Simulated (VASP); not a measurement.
A run of VASP 6.6.1 is set up as follows.

INCAR

```
SYSTEM = Ir
PREC     = Accurate       ! precision mode
ENCUT    = 520            ! plane-wave cutoff, eV
EDIFF    = 1E-7           ! SCF threshold, eV
ISMEAR   = -1             ! smearing method
SIGMA    = 0.1            ! smearing width, eV
LREAL    = .FALSE.        ! projectors in reciprocal space
LASPH    = .TRUE.         ! aspherical terms in the spheres
NELM     = 80             ! most SCF steps
ALGO     = Normal         ! electronic algorithm
ISIF     = 2              ! what is computed and relaxed
LWAVE    = .FALSE.        ! write WAVECAR
LCHARG   = .TRUE.         ! write CHGCAR
GGA      = B5             ! functional
ALDAX    = 1.0          
AGGAX    = 1.0          
AGGAC    = 1.0          
ALDAC    = 0.0          
LELF     = .TRUE.         ! ELF
LVHAR    = .TRUE.       
NBANDS   = 20             ! bands
```

KPOINTS

```
regular mesh
0
G
  9 9 12
  0 0 0
```

The input POSCAR:

```
Ir
1.0
    4.4520749588      0.0000000000      0.0000000000
   -2.2260374794      3.8556100139      0.0000000000
    0.0000000000      0.0000000000      2.7548137350
Ir
3
Direct
    0.0000000000      1.0000000000      0.0000000000
    0.3333333333      0.6666666667      0.5000000000
    0.6666666667      0.3333333333      0.5000000000
```

Potentials or basis: VASP PAW PBE potentials, release 64 (Ir).

Launch:

```sh
$ cat potpaw_PBE.64/Ir/POTCAR > POTCAR
$ mpirun -np 1 vasp_std > vasp.out
```

(1) Estimate the band gap on the k mesh.

(2) Predict the pressure.

## Answers

(1) zero (an odd number of electrons rules out a gap without spin polarisation).

(2) 2.1 GPa.

Caveat: the PAW data sets were made with another functional, which shifts forces and pressure a little; spin-orbit coupling is left out, which moves the levels of the heavy elements.
